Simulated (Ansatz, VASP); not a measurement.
# AlRu in VASP and in Ansatz

```
Al Ru
1.0
     3.12622    0.00000    0.00000
     0.00000    2.99160    0.00000
     0.00000    0.00000    2.99160
Al Ru
1 1
Direct
  0.00000 0.00000 0.00000
  0.50000 0.50000 0.50000
```

Change from the starting cell: strain +0.0450 x Voigt [1, 0, 0, 0, 0, 0], atoms carried along.

Alike in both runs: task single point; functional PBE; k mesh 16 × 16 × 16; occupations gaussian, width 0.15 eV; no spin polarisation.

```csv
,VASP,Ansatz
version,VASP 6.6.1,Ansatz 0.2.0
potentials or method,"VASP PAW PBE potentials, release 64 (Al, Ru_pv), cutoff 520 eV","scalar-relativistic, plane waves, PAW"
valence electrons in the cell,17,19
```

VASP gave:

```
gap on the k mesh at the Fermi level (eV)                     : none
pressure (GPa)                                                : -5.8
traceless stress, the component that is largest in VASP (GPa) : -4.30
```

**Question.** Estimate Ansatz's values.

**Answer.** gap on the k mesh at the Fermi level (eV): none; pressure (GPa): -5.8; traceless stress, the component that is largest in VASP (GPa): -4.29.

A gap of «none» marks a metal or a gap that the smearing closes. VASP's potentials hold 17 valence electrons a cell and Ansatz's 19, so a difference there can come from the potentials and not from the codes.
